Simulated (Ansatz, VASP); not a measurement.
**BN: VASP beside Ansatz**

```xyz
4
Lattice="2.5038 0.0000 0.0000 -1.2519 2.1683 0.0000 0.0000 0.0000 7.2922" Properties=species:S:1:pos:R:3 pbc="T T T"
B     0.0000    1.4456    1.8231
B     1.2519    0.7228    5.4692
N     0.0000    1.4456    5.4692
N     1.2519    0.7228    1.8231
```

Change from the starting cell: normal strain along x +0.0000, normal strain along z +0.0367.

Alike in both runs: task relaxation of the atoms; functional PBEsol; k mesh 12 × 12 × 4; occupations gaussian, width 0.05 eV; no spin polarisation.

```csv
,VASP,Ansatz
version,VASP 6.6.1,Ansatz 0.2.0
potentials or method,"VASP PAW PBE potentials, release 64 (B, N), cutoff 520 eV","scalar-relativistic, plane waves, PAW"
valence electrons in the cell,16,16
```

```tsv
	VASP	Ansatz	Ansatz less VASP
gap on the k mesh at the Fermi level, each at its own relaxed structure (eV)	4.32	4.33	+0.007
```

VASP's potentials were made for PBE, not for PBEsol, and Ansatz warns of the same on its side. Ansatz's warnings: stress scf threshold loose.

Noted on VASP's run: the relaxation stopped at its first step, so nothing moved.
